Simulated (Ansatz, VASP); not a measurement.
CaO3 in VASP and in Ansatz

The input INCAR:

```
SYSTEM = CaO3
ALGO = Normal
EDIFF = 1E-7
EDIFFG = -0.01
ENCUT = 910
GGA = PE
GGA_COMPAT = .False.
IBRION = 2
ISIF = 3
ISMEAR = 0
LASPH = .True.
LCHARG = .False.
LREAL = .False.
LWAVE = .False.
NELM = 120
NELMIN = 4
NSW = 100
PREC = Accurate
SIGMA = 0.1
```

The input KPOINTS:

```
k-points
0
Gamma
  12 12 10
  0 0 0
```

The input POSCAR:

```
CaO3
1.0
    4.4767524780      0.0000000000      0.0000000000
   -2.2383762390      3.8769813724      0.0000000000
    0.0000000000      0.0000000000      4.9393847281
Ca O
1 3
Direct
    0.0000000000      0.0000000000      0.0000000000
    0.5000000000      0.0000000000      0.0000000000
    0.0000000000      0.5000000000      0.0000000000
    0.5000000000      0.5000000000      0.0000000000
```

Input for Ansatz:

```yaml
crystal:
  lattice:
    - [4.476752478, 0.0, 0.0]
    - [-2.238376239, 3.8769813724, 0.0]
    - [0.0, 0.0, 4.9393847281]
  atoms:
    - { symbol: Ca, position: [0.0, 0.0, 0.0] }
    - { symbol: O, position: [0.5, 0.0, 0.0] }
    - { symbol: O, position: [0.0, 0.5, 0.0] }
    - { symbol: O, position: [0.5, 0.5, 0.0] }
basis:
  ecutwfc: 420
kpoints:
  mp_grid: { grid: [12, 12, 10] }
hamiltonian:
  xc: pbe
scf:
  occupations: { method: gaussian, width: 0.1 }
output:
  forces: true
  stress: true
  eigenvalues: true
  write_density: true
  write_potential: true
  elf: true
  volumetric_format: npy
relax:
  adjacent_minimum: "off"
  f_tol: 0.01
  max_steps: 80
  cell: { stress_tol: 0.05 }
```

Alike in both runs: task relaxation of cell and atoms; functional PBE; k mesh 12 × 12 × 10; occupations gaussian, width 0.1 eV; no spin polarisation.

|  | VASP | Ansatz |
| --- | --- | --- |
| version | VASP 6.6.1 | Ansatz 0.2.0 |
| potentials or method | VASP PAW PBE potentials, release 64 (Ca_sv, O_h), cutoff 910 eV | scalar-relativistic, plane waves, PAW |
| valence electrons in the cell | 28 | 28 |

|  | VASP | Ansatz | Ansatz less VASP |
| --- | --- | --- | --- |
| gap on the k mesh at the Fermi level, each at its own relaxed structure (eV) | none | none | - |
| relaxed volume (Å³/atom) | 21.43 | 26.84 | +5.405 |
| relaxed length of the cell vector where the two differ most in proportion (Å) | 4.939 | 6.193 | +1.2532 |

A gap of «none» marks a metal or a gap that the smearing closes. One of these differences is far larger than is usual between the two programs; its cause wasn't traced. Ansatz's warnings: xc potential rough in thin density.

Noted on VASP's run: the cutoff is under 1.25 times that of the potentials, so the pressure is a little rough; the relaxation stopped at its first step, so nothing moved.
